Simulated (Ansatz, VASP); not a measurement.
# Lu in VASP and in Ansatz

The input INCAR:

```
PREC = Accurate
ENCUT = 520
EDIFF = 1E-6
ISMEAR = 0
SIGMA = 0.1
LREAL = F
LASPH = T
NELM = 60
ALGO = Normal
ISIF = 2
LWAVE = F
LCHARG = F
GGA = PE
NBANDS = 18
```

The input KPOINTS:

```
regular mesh
0
Gamma
  8 8 8
```

File POSCAR:

```
Lu
1.0
   -1.7245353600      1.7245353600      2.5175163100
    1.7245353600     -1.7245353600      2.5175163100
    1.7245353600      1.7245353600     -2.5175163100
Lu
1
Direct
    0.0000000000      0.0000000000      0.0000000000
```

Input for Ansatz:

```yaml
crystal:
  lattice:
    - [-1.72453536, 1.72453536, 2.51751631]
    - [1.72453536, -1.72453536, 2.51751631]
    - [1.72453536, 1.72453536, -2.51751631]
  atoms:
    - { symbol: Lu, position: [0.0, 0.0, 0.0] }
basis:
  ecutwfc: 420
kpoints:
  mp_grid: { grid: [8, 8, 8] }
hamiltonian:
  xc: pbe
scf:
  occupations: { method: gaussian, width: 0.1 }
  lower_state_search: "off"
output:
  forces: true
  stress: true
  eigenvalues: true
```

Alike in both runs: task single point; functional PBE; k mesh 8 × 8 × 8; occupations gaussian, width 0.1 eV; no spin polarisation.

|  | VASP | Ansatz |
| --- | --- | --- |
| version | VASP 6.6.1 | Ansatz 0.2.0 |
| potentials or method | VASP PAW PBE potentials, release 64 (Lu), cutoff 520 eV | scalar-relativistic, plane waves, PAW |
| valence electrons in the cell | 25 | 25 |

|  | VASP | Ansatz | Ansatz less VASP |
| --- | --- | --- | --- |
| gap on the k mesh at the Fermi level (eV) | none | none | - |
| pressure (GPa) | -1.4 | -1.6 | -0.14 |
| traceless stress, the component that is largest in VASP (GPa) | -1.02 | -1.02 | +0.002 |

A gap of «none» marks a metal or a gap that the smearing closes. The functional is the same, so the differences come from potentials, cutoffs and numerics.

Spin-orbit coupling is off throughout.
